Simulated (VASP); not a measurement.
Li, 2 atoms in the cell. Symmetry: P6_3/mmc, No. 194, hexagonal system. Conventional cell: a = 3.111 Å, b = 3.111 Å, c = 5.093 Å, α = 90.00°, β = 90.00°, γ = 120.00°. Within 4.1 Å of Li (site symmetry -6m2) lie 12 Li at 3.11 to 3.12 Å. This isn't the form of Li at room conditions, which is bcc.

```yaml
Program: VASP 6.6.1
Task: electric field gradients
Functional: LDA
Potentials_or_basis: VASP PAW LDA potentials, release 64 (Li_sv)
Cutoff: 520 eV
k_mesh: 15 × 15 × 8
Occupations: fermi-dirac, width 0.03 eV
Spin: no spin polarisation
Dipole_correction: no
Further_INCAR_settings: ALGO = Normal; EDIFF = 1e-08; NBANDS = 10
```

Potentials or basis: VASP PAW LDA potentials, release 64 (Li_sv).

Command:

```bash
$ cat potpaw_LDA.64/Li_sv/POTCAR > POTCAR
$ mpirun -np 1 vasp_std > vasp.out
```

Hardware: 1 thread of Intel Xeon 8259CL, on a shared host.

Problem. How long does it take, and how much memory?

Solution. It took 55 s on 1 thread of Intel Xeon 8259CL, on a shared host, peak memory 0.16 GiB. Counts: scf iterations 12, k points 135.
